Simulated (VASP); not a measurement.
Here is a VASP 6.6.1 calculation.

Contents of POSCAR:

```
ZrCu
1.0
    3.1814490420      0.0000000000      0.0000000000
    0.0000000000      3.1814490420      0.0000000000
    0.0000000000      0.0000000000      3.1814490420
Zr Cu
1 1
Direct
    0.5000000000      0.5000000000      0.5000000000
    0.0000000000      0.0000000000      0.0000000000
```

Contents of INCAR.step1:

```
ALGO = Normal
EDIFF = 1E-4
ENCUT = 520
GGA = PE
ISMEAR = -1
LASPH = T
LCHARG = F
LREAL = F
LWAVE = T
NBANDS = 18
NELM = 80
PREC = Accurate
SIGMA = 0.1
```

File INCAR.step2:

```
ALGO = Normal
EDIFF = 1E-6
ENCUT = 520
ISIF = 2
ISMEAR = -1
ISTART = 1
LASPH = T
LCHARG = T
LELF = T
LMIXTAU = T
LREAL = F
LVHAR = T
LWAVE = F
METAGGA = R2SCAN
NBANDS = 18
NELM = 80
PREC = Accurate
SIGMA = 0.1
```

File KPOINTS:

```
k-points
0
Gamma
  10 10 10
```

Potentials or basis: VASP PAW PBE potentials, release 64 (Zr_sv, Cu).

Launch:

```sh
$ cat potpaw_PBE.64/Zr_sv/POTCAR potpaw_PBE.64/Cu/POTCAR > POTCAR
$ cp INCAR.step1 INCAR
$ mpirun -np 1 vasp_std > vasp.out
$ cp INCAR.step2 INCAR
$ mpirun -np 1 vasp_std > vasp.out
```

Q: Estimate the pressure.

A: 10.1 GPa.

Caveat: the PAW data sets were made with another functional, which shifts forces and pressure a little.
